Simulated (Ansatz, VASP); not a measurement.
**One calculation of Rh, two programs**

```
Rh
1.0
     0.00000    1.68220    1.68220
     1.68220    0.00000    1.68220
     1.68220    1.68220    0.00000
Rh
1
Cartesian
  0.0000 0.0000 0.0000
```

Change from the starting cell: volume scaled by 0.72, PAW files.

Alike in both runs: task single point; functional LDA; k mesh 17 × 17 × 17; occupations fermi-dirac, width 0.05 eV; no spin polarisation.

|  | VASP | Ansatz |
| --- | --- | --- |
| version | VASP 6.6.1 | Ansatz 0.2.0 |
| potentials or method | VASP PAW LDA potentials, release 64 (Rh_pv) | PAW with Ansatz's default frozen-core files, scalar-relativistic |
| plane-wave cutoff (eV) | 520 | 420 |
| valence electrons in the cell | 15 | 17 |

Ansatz gave:

| Quantity | Value |
| --- | --- |
| pressure (GPa) | 233.6 |

Task: Estimate VASP's values.

Result: Pressure (GPa): 238.1.

LDA's correlation is that of Perdew and Zunger in VASP and of Perdew and Wang (1992) in Ansatz. Both programs put the cell under a high pressure, so it lies far from rest at this level. VASP's potentials hold 15 valence electrons a cell and Ansatz's 17, so a difference there can come from the potentials and not from the codes.

Noted on VASP's run: the cell as given lies far from equilibrium.
